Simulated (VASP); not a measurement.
# VO2 (P4_2/mnm) in VASP: a series of runs, part 2 of 2

VASP 6.6.1. The steps go on from the part before.

## (3) Single point, PBEsol, collinear spin, ferromagnetic start (biaxial strain in the a-b plane: +3.0 %, then relaxed in part)

File INCAR:

```
SYSTEM = VO2
PREC = Accurate ; ENCUT = 600
EDIFF = 1E-6 ; ISMEAR = 0
SIGMA = 0.1 ; LREAL = .False.
LASPH = .True. ; NELM = 200
ALGO = Normal ; ISIF = 2
LWAVE = .False. ; LCHARG = .True.
ISPIN = 2 ; MAGMOM = -0.87 -0.87 0 0 0 0
LORBIT = 11 ; LMAXMIX = 4
GGA = PS ; LELF = .True.
LVHAR = .True. ; NBANDS = 38
GGA_COMPAT = .False.
```

File KPOINTS:

```
regular mesh
0
Gamma
  8 8 12
  0 0 0
```

File POSCAR:

```
VO2
1.0
    4.6722105777      0.0000000000      0.0000000000
    0.0000000000      4.6722105777      0.0000000000
    0.0000000000      0.0000000000      2.7441752255
V O
2 4
Direct
    0.0000000000      0.0000000000      0.0000000000
    0.5000000000      0.5000000000      0.5000000000
    0.2996830275      0.2996830275      0.0000000000
    0.7003169725      0.7003169725      0.0000000000
    0.7996830275      0.2003169725      0.5000000000
    0.2003169725      0.7996830275      0.5000000000
```

Potentials or basis: VASP PAW PBE potentials, release 64 (V_sv, O).

The run is started by

```
$ cat potpaw_PBE.64/V_sv/POTCAR potpaw_PBE.64/O/POTCAR > POTCAR
$ mpirun -np 1 vasp_std > vasp.out
```

OUTCAR:

```text
SYSTEM = VO2
   PREC = Accurate
   ENCUT = 600
   EDIFF = 1E-6
   ISMEAR = 0
   LREAL = .False.
   LASPH = .True.
   NELM = 200
   ISIF = 2
   ISPIN = 2
   LORBIT = 11
   GGA = PS

 ion  position               nearest neighbor table
   1  0.000  0.000  0.000-   5 1.91   6 1.91   5 1.91   6 1.91   3 1.98   4 1.98
   2  0.500  0.500  0.500-   3 1.91   4 1.91   3 1.91   4 1.91   5 1.98   6 1.98
   3  0.300  0.300  0.000-   2 1.91   2 1.91   1 1.98
   4  0.700  0.700  0.000-   2 1.91   2 1.91   1 1.98
   5  0.800  0.200  0.500-   1 1.91   1 1.91   2 1.98
   6  0.200  0.800  0.500-   1 1.91   1 1.91   2 1.98

  LATTYP: Found a simple tetragonal cell.
 ALAT       =     4.6722105777
 C/A-ratio  =     0.5873397998

  Lattice vectors:

 A1 = (   4.6722105777,   0.0000000000,   0.0000000000)
 A2 = (   0.0000000000,   4.6722105777,   0.0000000000)
 A3 = (   0.0000000000,   0.0000000000,   2.7441752255)

Analysis of symmetry for initial positions (statically):
=====================================================================
 Subroutine PRICEL returns:
 Original cell was already a primitive cell.

 Routine SETGRP: Setting up the symmetry group for a
 simple tetragonal supercell.

 Subroutine GETGRP returns: Found 16 space group operations
 (whereof  8 operations were pure point group operations)
 out of a pool of 16 trial point group operations.

The static configuration has the point symmetry D_2h.
 The point group associated with its full space group is D_4h.

Analysis of symmetry for dynamics (positions and initial velocities):
=====================================================================
 Subroutine PRICEL returns:
 Original cell was already a primitive cell.

 Routine SETGRP: Setting up the symmetry group for a
 simple tetragonal supercell.

 Subroutine GETGRP returns: Found 16 space group operations
 (whereof  8 operations were pure point group operations)
 out of a pool of 16 trial point group operations.

The dynamic configuration has the point symmetry D_2h.
[... 186 lines left out ...]
      2     -59.3517      1.00000
      3     -33.3341      1.00000
      4     -33.3341      1.00000
      5     -33.2486      1.00000
      6     -33.2336      1.00000
[... 949 lines left out ...]
     36      15.2508      0.00000
     37      18.2134      0.00000

 [... further k-points ...]

 spin component 2

 k-point     1 :       0.0000    0.0000    0.0000
  band No.  band energies     occupation
      1     -59.3579      1.00000
      2     -59.3500      1.00000
      3     -33.3326      1.00000
      4     -33.3326      1.00000
      5     -33.2463      1.00000
      6     -33.2314      1.00000
[... 949 lines left out ...]
     36      15.2510      0.00000
     37      18.2139      0.00000

 [... further k-points ...]

 [bands above 37 left out]

------------------------ aborting loop because EDIFF is reached ----------------------------------------

  FORCE on cell =-STRESS in cart. coord.  units (eV):
  Direction    XX          YY          ZZ          XY          YZ          ZX
  --------------------------------------------------------------------------------------
  -------------------------------------------------------------------------------------
  Total       -4.1791923     -4.1791923     -2.3526711     -0.0000000      0.0000000      0.0000000
  in kB     -111.7754123   -111.7754123    -62.9238287     -0.0000000      0.0000000      0.0000000
  external PRESSURE =     -95.4915511 kB  Pullay stress =       0.0000000 kB

 VOLUME and BASIS-vectors are now :
 -----------------------------------------------------------------------------
  energy-cutoff  :      600.00
  volume of cell :       59.90
      direct lattice vectors                 reciprocal lattice vectors
     4.672210578  0.000000000  0.000000000     0.214031449  0.000000000  0.000000000
     0.000000000  4.672210578  0.000000000     0.000000000  0.214031449  0.000000000
     0.000000000  0.000000000  2.744175225     0.000000000  0.000000000  0.364408217

 POSITION                                       TOTAL-FORCE (eV/Angst)
 -----------------------------------------------------------------------------------
      0.00000      0.00000      0.00000        -0.000000      0.000000     -0.000000
      2.33611      2.33611      1.37209        -0.000000      0.000000     -0.000000
      1.40018      1.40018      0.00000        -0.058188     -0.058188      0.000000
      3.27203      3.27203      0.00000         0.058188      0.058188     -0.000000
      3.73629      0.93592      1.37209        -0.058188      0.058188     -0.000000
      0.93592      3.73629      1.37209         0.058188     -0.058188      0.000000
 -----------------------------------------------------------------------------------
    total drift:                               -0.000000     -0.000000     -0.000000

  FREE ENERGIE OF THE ION-ELECTRON SYSTEM (eV)
  ---------------------------------------------------
  free  energy   TOTEN  =       -54.4742946234 eV

  energy  without entropy=      -54.4510671093  energy(sigma->0) =      -54.46268087

 total charge

# of ion       s       p       d       tot
------------------------------------------
    1        2.286   6.345   2.939  11.569
    2        2.286   6.345   2.939  11.569
    3        1.564   3.444   0.000   5.008
    4        1.564   3.444   0.000   5.008
    5        1.564   3.444   0.000   5.008
    6        1.564   3.444   0.000   5.008
--------------------------------------------------
tot         10.826  26.464   5.878  43.168

 magnetization (x)

# of ion       s       p       d       tot
------------------------------------------
    1        0.000   0.000   0.002   0.002
    2        0.000   0.000   0.002   0.002
    3       -0.000  -0.000   0.000  -0.000
    4       -0.000  -0.000   0.000  -0.000
    5       -0.000  -0.000   0.000  -0.000
    6       -0.000  -0.000   0.000  -0.000
--------------------------------------------------
tot          0.000  -0.000   0.004   0.004
```

Wall time 24 min (1 thread of Oxide Virtual Turin-like, shared host); peak memory 0.47 GiB.

Results:

- Free energy: -54.4743 eV
- Pressure: -9.5 GPa
- Largest force: 0.082 eV/Å
- Band gap on the k mesh: zero (filled and empty bands overlap)
- Net moment: 0.00 μB per cell
- Valence electrons inside the program's atomic spheres: V 11.57; O 5.01

Forces in eV/Å, atoms in the order of the input:
```
V    0.000  0.000  0.000
V    0.000  0.000  0.000
O   -0.058 -0.058  0.000
O    0.058  0.058  0.000
O   -0.058  0.058  0.000
O    0.058 -0.058  0.000
```

Caveat: the cell differs from its parent crystal (biaxial strain in the a-b plane: +3.0 %, then relaxed in part); the cell stands under tension; the moments typed at the start vanished in this run; the PAW data sets were made with another functional, which shifts forces and pressure a little; semilocal functionals often make such compounds metallic where correlation or magnetic order opens a gap, which also shifts bond lengths.
